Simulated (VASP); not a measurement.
**C: single point with PBE+D3(BJ)**

The system is C.

```xyz
12
Lattice="2.4649 0.0000 0.0000 -1.2324 2.1346 0.0000 0.0000 0.0000 20.5975" Properties=species:S:1:pos:R:3 pbc="T T T"
C     1.2324    0.7115   12.0770
C     1.2324    0.7115    1.7786
C     1.2324    0.7115    8.5201
C     1.2324    0.7115   18.8193
C     0.0000    0.0000    5.1494
C     0.0000    1.4231   18.8189
C     0.0000    0.0000   15.4481
C     1.2324    0.7115    5.1494
C     0.0000    1.4231    8.5205
C     0.0000    1.4231   15.4481
C     0.0000    1.4231    1.7782
C     0.0000    1.4231   12.0774
```

```yaml
Program: VASP 6.6.1
Task: single point
Functional: PBE
Dispersion: D3(BJ)
Potentials_or_basis: VASP PAW PBE potentials, release 64 (C)
Cutoff: 600 eV
k_mesh: 18 × 18 × 2
Occupations: gaussian, width 0.1 eV
Spin: no spin polarisation
```

```
Pressure                   : 0.0 GPa
Band gap on the k mesh     : zero (filled and empty bands touch)
Dispersion energy per atom : -0.152 eV
```

Stress tensor (GPa, compression positive):
```
 0.19  0.00  0.00
 0.00  0.19  0.00
 0.00  0.00 -0.31
```

Levels at points of the mesh, in eV from the Fermi level:
```
           k point  band 21  band 22  band 23  band 24  band 25  band 26  band 27  band 28
(0.00, 0.00, 0.00)    -3.00    -3.00    -3.00    -3.00     4.11     5.15     5.45     7.86
(0.50, 0.00, 0.00)    -2.54    -2.24    -2.10    -1.98     1.32     1.35     1.61     1.88
(0.00, 0.00, 0.50)    -3.00    -3.00    -3.00    -3.00     4.42     4.42     6.58     6.58
(0.50, 0.00, 0.50)    -2.37    -2.37    -2.02    -2.02     1.33     1.33     1.72     1.72
```

Wall time 7 min on 1 thread of Intel Xeon 8259CL (shared host), peak memory 0.4 GiB.
